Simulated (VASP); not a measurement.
**Nd: single point with PBE**

The system is Nd.

```xyz
1
Lattice="-2.0446 2.0446 2.0446 2.0446 -2.0446 2.0446 2.0446 2.0446 -2.0446" Properties=species:S:1:pos:R:3 pbc="T T T"
Nd    0.0000    0.0000    0.0000
```

```
Program                : VASP 6.6.1
Task                   : single point
Functional             : PBE
Potentials or basis    : VASP PAW PBE potentials, release 64 (Nd)
Cutoff                 : 520 eV
k mesh                 : 8 × 8 × 8
Occupations            : gaussian, width 0.05 eV
Spin                   : collinear spin, ferromagnetic start
Starting moments       : [3.0] μB
Dipole correction      : no
Further INCAR settings : ALGO = Normal; EDIFF = 1e-06; NBANDS = 17
```

| Item | Value |
| --- | --- |
| Pressure | 0.7 GPa |
| Band gap on the k mesh | zero (filled and empty bands overlap) |
| Net moment | 3.97 μB per cell |
| Site moments | Nd +3.33 μB |
| Valence electrons inside the program's atomic spheres | Nd 11.23 |

Levels at points of the mesh, in eV from the Fermi level:
Spin up:
```
           k point  band 5  band 6  band 7  band 8  band 9  band 10  band 11  band 12  band 13  band 14
(0.00, 0.00, 0.00)   -3.98   -0.16    0.06    0.06    0.06     0.32     0.32     0.32     1.68     1.68
(0.50, 0.00, 0.00)   -1.99   -0.44   -0.19   -0.14   -0.06     0.05     0.53     0.63     0.69     2.52
(0.50, 0.50, 0.50)   -1.86   -1.86   -0.62   -0.17   -0.17    -0.17     0.81     0.81     0.81     6.37
```
Spin down:
| k point | band 1 | band 2 | band 3 | band 4 | band 5 | band 6 | band 7 | band 8 | band 9 | band 10 |
| --- | --- | --- | --- | --- | --- | --- | --- | --- | --- | --- |
| (0.00, 0.00, 0.00) | -35.66 | -16.63 | -16.63 | -16.63 | -3.23 | 1.80 | 1.80 | 1.80 | 2.53 | 2.53 |
| (0.50, 0.00, 0.00) | -35.49 | -17.90 | -17.02 | -16.64 | -1.27 | 0.72 | 1.90 | 1.99 | 2.27 | 2.64 |
| (0.50, 0.50, 0.50) | -35.37 | -17.48 | -17.48 | -17.48 | -1.19 | -1.19 | 2.41 | 2.41 | 2.41 | 2.55 |

Wall time 2.8 min on 1 thread of Intel(R) Xeon(R) Platinum 8259CL CPU @ 2.50GHz (Skylake/Cascade Lake), on a shared host, peak memory 0.19 GiB.

Caveat: the magnetic or orbital state may not be the lowest; spin-orbit coupling is left out, which moves the levels of the heavy elements. The state reached can hang on the start; a lower one may exist.
